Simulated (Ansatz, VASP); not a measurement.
# Al31GaO48 in VASP and in Ansatz

```xyz
80
Lattice="4.8079 2.7758 8.7484 -4.8079 2.7758 8.7484 0.0000 -5.5517 8.7484" Properties=species:S:1:pos:R:3 pbc="T T T"
Al   -0.0010    0.0046    8.5099
Al   -0.0009    0.0046    1.9375
Al   -0.0008    0.0045    4.6184
Al    0.0044   -2.7899   12.8849
Al   -0.0046   -2.7727   15.5587
Al    0.0018   -2.7706    6.3149
Al   -0.0006   -2.7766    8.9874
Al   -2.4237    1.3972   12.8852
Al   -2.4041    1.3967   15.5589
Al   -2.4058    1.3899    6.3149
Al   -2.4098    1.3952    8.9874
Al   -2.4046   -1.3842   17.2454
Al   -2.4069   -1.3821   19.9275
Al   -2.4163   -1.3920   10.6791
Al   -2.4106   -1.3916   13.3732
Al    2.4165    1.4066   12.8851
Al    2.4059    1.3899   15.5589
Al    2.4011    1.3948    6.3148
Al    2.4076    1.3952    8.9873
Al    2.4038   -1.3827   17.2454
Al    2.4026   -1.3858   19.9273
Al    2.4163   -1.3892   10.6791
Al    2.4132   -1.3841   13.3730
Al   -0.0017    2.7806   17.2453
Al    0.0011    2.7813   19.9273
Al   -0.0030    2.7951   10.6792
Al   -0.0054    2.7895   13.3734
Al   -0.0008    0.0045   21.6191
Al   -0.0009    0.0045   24.3023
Al   -0.0011    0.0046   15.0571
Al   -0.0010    0.0046   17.7356
Ga   -0.0009    0.0048   11.2416
O     0.9295   -1.3823    5.4648
O     1.6657    0.1205    7.6500
O    -1.6671   -0.1078    5.4648
O     0.7347    1.5041    5.4646
O    -0.7343   -1.4969    7.6501
O    -0.9345    1.3905    7.6501
O     0.9296   -4.1603    9.8390
O     1.6649   -2.6554   12.0238
O    -1.6680   -2.8866    9.8367
O     0.7646   -1.2884    9.8069
O    -0.7405   -4.2775   12.0288
O    -0.9665   -1.4407   12.0428
O    -1.5036   -0.0116    9.8070
O    -0.7699    1.5634   12.0431
O    -4.0734    1.2813    9.8389
O    -1.6714    2.8938    9.8370
O    -3.1375   -0.1079   12.0239
O    -3.3397    2.7861   12.0290
O    -1.4768   -2.7768   14.2224
O    -0.7372   -1.2711   16.3981
O    -4.0734   -1.4958   14.2142
O    -1.6661    0.1165   14.2059
O    -3.1440   -2.8835   16.4016
O    -3.3312   -0.0007   16.3915
O     3.3364    0.0061    9.8367
O     4.0771    1.5051   12.0289
O     0.7361    1.3145    9.8071
O     3.1407    2.8930    9.8389
O     1.7338   -0.1087   12.0427
O     1.4699    2.7773   12.0241
O     3.3349   -2.7720   14.2141
O     4.0721   -1.2733   16.4017
O     0.7347   -1.4933   14.2056
O     3.1458    0.1172   14.2226
O     1.6692   -2.8766   16.3910
O     1.4718    0.0047   16.3981
O     0.9288    1.3907   14.2059
O     1.6596    2.8916   16.3913
O    -1.6721    2.6735   14.2225
O     0.7358    4.2818   14.2142
O    -0.7373    1.2799   16.3981
O    -0.9308    4.1706   16.4016
O     0.9314   -1.3780   18.5835
O     1.6573    0.1088   20.7723
O    -1.6644   -0.1116   18.5836
O     0.7304    1.5033   18.5835
O    -0.7398   -1.4836   20.7724
O    -0.9203    1.3885   20.7725
```

Alike in both runs: functional PBE; k mesh 1 × 1 × 1; no spin polarisation.

Ansatz relaxed the structure, and its values are those at the end. VASP's run is a single point on that final structure, the one shown.

|  | VASP | Ansatz |
| --- | --- | --- |
| version | VASP 6.6.1 | Ansatz 0.2.0 |
| potentials or method | VASP PAW PBE potentials, release 64 (Al, Ga_d, O), cutoff 520 eV | plane-wave PAW DFT |
| occupations | gaussian, width 0.01 eV | fixed |
| valence electrons in the cell | 394 | 394 |

|  | VASP | Ansatz | Ansatz less VASP |
| --- | --- | --- | --- |
| gap on the k mesh at the Fermi level (eV) | 5.68 | 5.68 | +0.007 |
| rms of the force components (eV/Å) | 0.010 | 0.006 | -0.0038 |
